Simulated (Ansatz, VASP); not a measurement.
**Two plane-wave programs on KI**

```
CELL_PARAMETERS angstrom
4.85051 0.00000 0.00000
-2.42526 4.20067 0.00000
0.00000 0.00000 8.50322
ATOMIC_POSITIONS crystal
K 0.00000 0.00000 0.00000
K 0.00000 0.00000 0.50000
I 0.33333 0.66667 0.25000
I 0.66667 0.33333 0.75000
```

Alike in both runs: task single point; functional r2SCAN; k mesh 6 × 6 × 4; no spin polarisation.

```csv
,VASP,Ansatz
version,VASP 6.6.1,Ansatz 0.2.0
potentials or method,"VASP PAW PBE potentials, release 64 (K_sv, I)","plane waves, PAW"
plane-wave cutoff (eV),520,500
occupations,"gaussian, width 0.01 eV",fixed
valence electrons in the cell,32,52
```

```tsv
	VASP	Ansatz	Ansatz less VASP
gap on the k mesh at the Fermi level (eV)	4.57	4.57	+0.003
pressure (GPa)	0.4	0.4	+0.01
```

VASP's potentials were made for PBE, not for r2SCAN. VASP's potentials hold 32 valence electrons a cell and Ansatz's 52, so a difference there can come from the potentials and not from the codes.

Neither program's run includes spin-orbit coupling.
